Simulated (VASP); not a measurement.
## GaN: single point with PBEsol-based global hybrid with 25 % exact exchange

GaN:

```xyz
2
Lattice="0.0000 2.2075 2.2075 2.2075 0.0000 2.2075 2.2075 2.2075 0.0000" Properties=species:S:1:pos:R:3 pbc="T T T"
Ga    0.0000    0.0000    0.0000
N     1.1037    1.1037    1.1037
```

```
Program             : VASP 6.6.1
Task                : single point
Functional          : PBEsol-based global hybrid with 25 % exact exchange
Potentials or basis : VASP PAW PBE potentials, release 64 (Ga_d, N)
Cutoff              : 520 eV
k mesh              : 5 × 5 × 5
Occupations         : fermi-dirac, width 0.05 eV
Spin                : no spin polarisation
```

- Pressure: 7.3 GPa
- Band gap on the k mesh: 4.16 eV

Levels at points of the mesh, in eV from the valence-band top:
```tsv
k point	band 5	band 6	band 7	band 8	band 9	band 10	band 11	band 12	band 13	band 14
(0.00, 0.00, 0.00)	-15.22	-15.22	0.00	0.00	0.00	4.16	13.04	13.04	13.04	20.84
```

Wall time 8 min on 1 thread of Intel(R) Xeon(R) Platinum 8259CL CPU @ 2.50GHz (Skylake/Cascade Lake) (shared host), peak memory 0.15 GiB.

Caveat: the k points lie up to 0.49 Å⁻¹ apart; the PAW data sets were made with another functional, which shifts forces and pressure a little.
